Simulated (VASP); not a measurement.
# NiSb (P6_3/mmc) in VASP: a series of runs, part 2 of 2

VASP 6.6.1. Earlier steps stand in the parts before.

### 3 Relaxation of cell and atoms, LDA

This run uses another cell than the first one, of 17.65 Å³/atom, 1.077 times its volume.

INCAR reads:

```
  PREC = Accurate
  ENCUT = 600
  EDIFF = 1E-7
  ISMEAR = 0
  SIGMA = 0.1
  LREAL = False
  LASPH = True
  NELM = 60
  ALGO = Normal
  ISIF = 3
  LWAVE = False
  LCHARG = False
  IBRION = 2
  NSW = 70
  EDIFFG = -0.005
```

KPOINTS reads:

```
regular mesh
0
Gamma
  12 12 8
```

POSCAR reads:

```
NiSb
1.0
    3.9756617256      0.0000000000      0.0000000000
   -1.9878308628      3.4430240513      0.0000000000
    0.0000000000      0.0000000000      5.1568489388
Ni Sb
2 2
Direct
    0.0000000000      0.0000000000      0.0000000000
    0.0000000000      0.0000000000      0.5000000000
    0.3333333333      0.6666666667      0.2500000000
    0.6666666667      0.3333333333      0.7500000000
```

Potentials or basis: VASP PAW LDA potentials, release 64 (Ni, Sb).

The run is started by

```bash
$ cat potpaw_LDA.64/Ni/POTCAR potpaw_LDA.64/Sb/POTCAR > POTCAR
$ mpirun -np 1 vasp_std > vasp.out
```

OUTCAR:

```text
PREC = Accurate
   ENCUT = 600
   EDIFF = 1E-7
   ISMEAR = 0
   LREAL = False
   LASPH = True
   NELM = 60
   ISIF = 3
   IBRION = 2
   NSW = 70
   EDIFFG = -0.005

 ion  position               nearest neighbor table
   1  0.000  0.000  0.000-   2 2.58   2 2.58   4 2.63   3 2.63   4 2.63   3 2.63   4 2.63   3 2.63

   2  0.000  0.000  0.500-   1 2.58   1 2.58   4 2.63   3 2.63   4 2.63   3 2.63   4 2.63   3 2.63

   3  0.333  0.667  0.250-   1 2.63   2 2.63   1 2.63   2 2.63   1 2.63   2 2.63   4 3.45   4 3.45
                             4 3.45   4 3.45   4 3.45   4 3.45
   4  0.667  0.333  0.750-   1 2.63   2 2.63   1 2.63   2 2.63   1 2.63   2 2.63   3 3.45   3 3.45
                             3 3.45   3 3.45   3 3.45   3 3.45

  LATTYP: Found a hexagonal cell.
 ALAT       =     3.9756617256
 C/A-ratio  =     1.2971045564

  Lattice vectors:

 A1 = (   3.9756617256,   0.0000000000,   0.0000000000)
 A2 = (  -1.9878308628,   3.4430240513,   0.0000000000)
 A3 = (   0.0000000000,   0.0000000000,   5.1568489388)

Analysis of symmetry for initial positions (statically):
=====================================================================
 Subroutine PRICEL returns:
 Original cell was already a primitive cell.

 Routine SETGRP: Setting up the symmetry group for a
 hexagonal supercell.

 Subroutine GETGRP returns: Found 24 space group operations
 (whereof 12 operations were pure point group operations)
 out of a pool of 24 trial point group operations.

The static configuration has the point symmetry D_3d.
 The point group associated with its full space group is D_6h.

Analysis of symmetry for dynamics (positions and initial velocities):
=====================================================================
 Subroutine PRICEL returns:
 Original cell was already a primitive cell.

 Routine SETGRP: Setting up the symmetry group for a
 hexagonal supercell.

 Subroutine GETGRP returns: Found 24 space group operations
 (whereof 12 operations were pure point group operations)
 out of a pool of 24 trial point group operations.

The dynamic configuration has the point symmetry D_3d.
 The point group associated with its full space group is D_6h.

 Subroutine INISYM returns: Found 24 space group operations
 (whereof 12 operations are pure point group operations),
 and found     1 'primitive' translations

----------------------------------------------------------------------------------------

                                     Primitive cell

  volume of cell :      70.5885

  direct lattice vectors                    reciprocal lattice vectors
     3.975661726  0.000000000  0.000000000     0.251530454  0.145221175  0.000000000
    -1.987830863  3.443024051  0.000000000     0.000000000  0.290442351  0.000000000
     0.000000000  0.000000000  5.156848939     0.000000000  0.000000000  0.193916869

  length of vectors
     3.975661726  3.975661726  5.156848939     0.290442351  0.290442351  0.193916869

  position of ions in fractional coordinates (direct lattice)
     0.000000000  0.000000000  0.000000000
     0.000000000  0.000000000  0.500000000
     0.333333333  0.666666667  0.250000000
     0.666666667  0.333333333  0.750000000

  ion indices of the primitive-cell ions
   primitive index   ion index
                 1           1
                 2           2
                 3           3
                 4           4

----------------------------------------------------------------------------------------

 KPOINTS: regular mesh

Automatic generation of k-mesh.
 Grid dimensions read from file:
 generate k-points for:   12   12    8

 Generating k-lattice:

  Cartesian coordinates                     Fractional coordinates (reciprocal lattice)
     0.020960871  0.012101765  0.000000000     0.083333333 -0.000000000  0.000000000
     0.000000000  0.024203529  0.000000000     0.000000000  0.083333333  0.000000000
     0.000000000  0.000000000  0.024239609     0.000000000  0.000000000  0.125000000

  Length of vectors
     0.024203529  0.024203529  0.024239609

  Shift w.r.t. Gamma in fractional coordinates (k-lattice)
     0.000000000  0.000000000  0.000000000

 Subroutine IBZKPT returns following result:
 ===========================================

 Found     95 irreducible k-points:

 Following reciprocal coordinates:
            Coordinates               Weight
  0.000000  0.000000  0.000000      1.000000
  0.083333 -0.000000  0.000000      6.000000
  0.166667  0.000000  0.000000      6.000000
  0.250000  0.000000  0.000000      6.000000
  0.333333  0.000000  0.000000      6.000000
  0.416667  0.000000  0.000000      6.000000
[... 16 lines left out ...]
  0.250000  0.000000  0.125000     12.000000
  0.333333  0.000000  0.125000     12.000000
 [... further k-points ...]
   k-points           NKPTS =     95   k-points in BZ     NKDIM =     95   number of bands    NBANDS=     19
   number of dos      NEDOS =    301   number of ions     NIONS =      4
   total plane-waves  NPLWV =  43008
   dimension x,y,z NGX =    32 NGY =   32 NGZ =   42
   dimension x,y,z NGXF=    64 NGYF=   64 NGZF=   84
   ions per type =               2   2
   NGX,Y,Z   is equivalent  to a cutoff of  13.38, 13.38, 13.54 a.u.
   NGXF,Y,Z  is equivalent  to a cutoff of  26.76, 26.76, 27.08 a.u.
 SYSTEM =  unknown system
   PREC   = accura    normal or accurate (medium, high low for compatibility)
   ISTART =      0    job   : 0-new  1-cont  2-samecut
   ICHARG =      2    charge: 1-file 2-atom 10-const
   ISPIN  =      1    spin polarized calculation?
   LNONCOLLINEAR =      F non collinear calculations
   LSORBIT =      F    spin-orbit coupling
   LASPH  =      T    aspherical Exc in radial PAW
   ENCUT  =  600.0 eV  44.10 Ry    6.64 a.u.   7.94  7.94 10.30*2*pi/ulx,y,z
   NELM   =     60;   NELMIN=  2; NELMDL= -5     # of ELM steps
   EDIFF  = 0.1E-06   stopping-criterion for ELM
   LREAL  =      F    real-space projection
   EDIFFG = -.5E-02   stopping-criterion for IOM
   NSW    =     70    number of steps for IOM
   IBRION =      2    ionic relax: 0-MD 1-quasi-New 2-CG
   NFREE  =      1    steps in history (QN), initial steepest desc. (CG)
   ISIF   =      3    stress and relaxation
   ISYM   =      2    0-nonsym 1-usesym 2-fastsym
   POTIM  = 0.5000    time-step for ionic-motion
   TEBEG  =    0.0;   TEEND  =   0.0 temperature during run
   PSTRESS=    0.0 pullay stress
   NELECT =      30.0000    total number of electrons
   NUPDOWN=      -1.0000    fix difference up-down
   EMIN   =  10.00;   EMAX   =-10.00  energy-range for DOS
   EFERMI =   0.00;   METHOD = LEGACY
   ISMEAR =     0;   SIGMA  =   0.10  broadening in eV -4-tet -1-fermi 0-gaus
   EFERMI_NEDOS =   21; number of points for ismear=-14 and -15
   IALGO  =     38    algorithm
   IMIX   =      4    mixing-type and parameters
     AMIX     =   0.40;   BMIX     =  1.00
     AMIX_MAG =   1.60;   BMIX_MAG =  1.00
  volume/ion in A,a.u.               =      17.65       119.09
  Fermi-wavevector in a.u.,A,eV,Ry     =   1.230847  2.325963 20.612602  1.514984
  Thomas-Fermi vector in A             =   2.365679
   LORBIT       =      0    0 simple, 1 ext, 2 COOP (PROOUT), +10 PAW based schemes
   GGA     = CA    functional components
   LHFCALC =     F    Hartree Fock is set to
   AEXX    =    0.0000 exact exchange contribution
   IVDW    =     0    specifies the selected vdW correction
   LEPSILON=     F    determine dielectric tensor
   LRPA    =     F    only Hartree local field effects (RPA)
 conjugate gradient relaxation of ions
 non-spin polarized calculation
 Gauss-broadening in eV      SIGMA  =   0.10
  energy-cutoff  :      600.00
  volume of cell :       70.59
 maximum number of plane-waves:      2378
 NGX is ok and might be reduce to    32
   NGX = 15   NGY = 15   NGZ = 21

--------------------------------------- Ionic step        1  -------------------------------------------

 number of electron      30.0000017 magnetization

 Free energy of the ion-electron system (eV)
  ---------------------------------------------------
  ext. energy  EPLUGINS =         0.00000000
  ---------------------------------------------------
  free energy    TOTEN  =       -24.01921891 eV

  energy without entropy =      -24.01024211  energy(sigma->0) =      -24.01473051

 E-fermi :   9.4187     XC(G=0): -11.5887

 val. band max:        9.4185104996   @ k =   0.0000   0.0000   0.0000
 cond. band min:       9.4237784376   @ k =   0.0833   0.0833   0.1250
 fundamental gap:      0.0052679381
 Fermi energy:         9.4186996065

 k-point     1 :       0.0000    0.0000    0.0000
  band No.  band energies     occupation
      1      -3.3124      2.00000
      2       1.0424      2.00000
      3       3.4112      2.00000
      4       5.6134      2.00000
      5       5.6134      2.00000
      6       6.3703      2.00000
[... 11 lines left out ...]
     18      12.5082      0.00000
     19      13.2776      0.00000
[... 731 lines left out ...]
  energy  without entropy=      -24.1551912147  energy(sigma->0) =      -24.15899703

--------------------------------------- Ionic step        7  -------------------------------------------

 number of electron      29.9999992 magnetization

 Free energy of the ion-electron system (eV)
  ---------------------------------------------------
  ext. energy  EPLUGINS =         0.00000000
  ---------------------------------------------------
  free energy    TOTEN  =       -24.16280082 eV

  energy without entropy =      -24.15519179  energy(sigma->0) =      -24.15899630

 E-fermi :  10.5642     XC(G=0): -11.9499

 val. band max:       10.5603065104   @ k =   0.1667   0.1667   0.3750
 cond. band min:      10.6216923971   @ k =   0.2500   0.0833   0.5000
 fundamental gap:      0.0613858867
 Fermi energy:        10.5642479387

 k-point     1 :       0.0000    0.0000    0.0000
  band No.  band energies     occupation
      1      -2.8182      2.00000
      2       2.0299      2.00000
      3       4.0383      2.00000
      4       6.3459      2.00000
      5       6.3459      2.00000
      6       7.1305      2.00000
[... 11 lines left out ...]
     18      13.6983      0.00000
     19      14.7532      0.00000
[... 537 lines left out ...]
  FREE ENERGIE OF THE ION-ELECTRON SYSTEM (eV)
  ---------------------------------------------------
  free  energy   TOTEN  =       -24.1628008239 eV

  energy  without entropy=      -24.1551917851  energy(sigma->0) =      -24.15899630

 reached required accuracy - stopping structural energy minimisation
```

OSZICAR:

```text
N       E                     dE             d eps       ncg     rms          rms(c)
DAV:   1     0.177271177198E+03    0.17727E+03   -0.13752E+04  3610   0.181E+03
DAV:   2    -0.151718172455E+02   -0.19244E+03   -0.18748E+03  3649   0.338E+02
DAV:   3    -0.252104791915E+02   -0.10039E+02   -0.96526E+01  4126   0.946E+01
DAV:   4    -0.255275447224E+02   -0.31707E+00   -0.31468E+00  4098   0.156E+01
[... 71 lines left out ...]
DAV:   2    -0.241628920493E+02   -0.56027E-04   -0.76364E-04  3970   0.552E-01    0.783E-02
DAV:   3    -0.241628019050E+02    0.90144E-04   -0.33335E-04  3961   0.378E-01    0.921E-03
DAV:   4    -0.241628011704E+02    0.73458E-06   -0.12018E-05  3684   0.234E-02    0.443E-03
DAV:   5    -0.241628008350E+02    0.33547E-06   -0.72797E-07  4280   0.152E-02    0.152E-03
DAV:   6    -0.241628008239E+02    0.11122E-07   -0.76124E-08  1856   0.211E-03
   7 F= -.24162801E+02 E0= -.24158996E+02  d E =-.117279E-04
```

Wall time 4.3 min (1 thread of Intel Xeon 6975P-C (Granite Rapids), shared host); peak memory 0.29 GiB.

What came out:

```yaml
Free_energy: -24.1628 eV
Relaxed_volume: 16.40 Å³/atom
Relaxed_cell: a = 3.880 Å, b = 3.880 Å, c = 5.033 Å, α = 90.00°, β = 90.00°, γ = 120.00°
Space_group_after_relaxing_to_0.05_Å: P6_3/mmc (No. 194)
Energy_gained_by_relaxing: 35.9 meV/atom
Ionic_steps: 7
Pressure_after_relaxing: 0.0 GPa
Band_gap_on_the_k_mesh: zero (band 15 reaches 12.70 eV, above the bottom of band 16 at 9.16 eV)
```

Step by step:
```csv
step,energy change (eV),largest force (eV/Å),pressure (GPa),volume (Å³)
1,0.0000,0.0000,-8.57,70.59
2,-0.0057,0.0000,11.09,61.38
3,-0.1436,0.0000,-0.10,65.67
4,-0.1436,0.0000,0.10,65.57
5,-0.1436,0.0000,-0.11,65.67
6,-0.1436,0.0000,-0.06,65.62
7,-0.1436,0.0000,0.02,65.60
```

Final structure:
```yaml
crystal:
  lattice:
    - [3.87954, 0.00000, 0.00000]
    - [-1.93977, 3.35978, 0.00000]
    - [0.00000, 0.00000, 5.03299]
  atoms:
    - { symbol: Ni, position: [0.00000, 0.00000, 0.00000] }
    - { symbol: Ni, position: [0.00000, 0.00000, 0.50000] }
    - { symbol: Sb, position: [0.33333, 0.66667, 0.25000] }
    - { symbol: Sb, position: [0.66667, 0.33333, 0.75000] }
```

Levels at points of the mesh, in eV from the Fermi level:
| k point | band 11 | band 12 | band 13 | band 14 | band 15 | band 16 | band 17 | band 18 | band 19 |
| --- | --- | --- | --- | --- | --- | --- | --- | --- | --- |
| (0.00, 0.00, 0.00) | -1.46 | -1.46 | -0.04 | 0.57 | 0.57 | 2.55 | 2.55 | 3.13 | 4.19 |
| (0.50, 0.00, 0.00) | -2.29 | -2.05 | -1.74 | -1.52 | -1.44 | -0.36 | 1.19 | 3.46 | 4.17 |
| (0.00, 0.00, 0.50) | -2.27 | -2.27 | 0.35 | 0.35 | 2.13 | 2.13 | 2.13 | 2.13 | 5.31 |
| (0.50, 0.00, 0.50) | -2.10 | -2.10 | -1.96 | -1.96 | 0.16 | 0.16 | 1.78 | 1.78 | 5.33 |

Caveat: spin-orbit coupling is left out, which moves the levels of the heavy elements. LDA usually gives volumes a few per cent too small.
